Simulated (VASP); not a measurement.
Set up this calculation in VASP 6.6.1, as the native input.

```yaml
Task: single point
Functional: PBE
Potentials_or_basis: VASP PAW PBE potentials, release 64 (Si, C)
Cutoff: 520 eV
k_mesh: 6 × 6 × 2
Occupations: gaussian, width 0.1 eV
Spin: no spin polarisation
Dipole_correction: no
Further_INCAR_settings: ALGO = Normal; EDIFF = 1e-06; NBANDS = 16
```

The structure of Si3C lies in POSCAR:

```
Si3C
1.0
    2.6517100144      0.0000000000      0.0000000000
    0.0000000000      2.6517100144      0.0000000000
    0.0000000000      0.0000000000      7.0824831493
Si C
3 1
Direct
    0.5000000000      0.5000000000      0.1687044297
    0.0000000000      0.0000000000      0.5000000000
    0.5000000000      0.5000000000      0.8312955703
    0.0000000000      0.0000000000      0.0000000000
```

These files were run (other wordings do the same):

INCAR

```
ALGO     = Normal         # electronic algorithm
EDIFF    = 1E-6           # SCF threshold, eV
ENCUT    = 520            # plane-wave cutoff, eV
GGA      = PE             # functional
ISIF     = 2              # what is computed and relaxed
ISMEAR   = 0              # smearing method
LASPH    = True           # aspherical terms in the spheres
LCHARG   = False          # write CHGCAR
LREAL    = False          # projectors in reciprocal space
LWAVE    = False          # write WAVECAR
NBANDS   = 16             # bands
NELM     = 60             # most SCF steps
PREC     = Accurate       # precision mode
SIGMA    = 0.1            # smearing width, eV
```

KPOINTS

```
k-points
0
Gamma
  6 6 2
```

Potentials or basis: VASP PAW PBE potentials, release 64 (Si, C).

Launch:

```bash
$ cat potpaw_PBE.64/Si/POTCAR potpaw_PBE.64/C/POTCAR > POTCAR
$ mpirun -np 1 vasp_std > vasp.out
```

It gave:

- Pressure: -0.1 GPa
- Largest force: 0.018 eV/Å
- Band gap on the k mesh: zero (bands 8 and 9 overlap by 4.69 eV)

Caveat: the k points lie up to 0.44 Å⁻¹ apart, too coarse for converged energies and pressures of a metal.

Wall time 16 s on 1 thread of Intel Xeon 8259CL (shared host), peak memory 0.15 GiB.
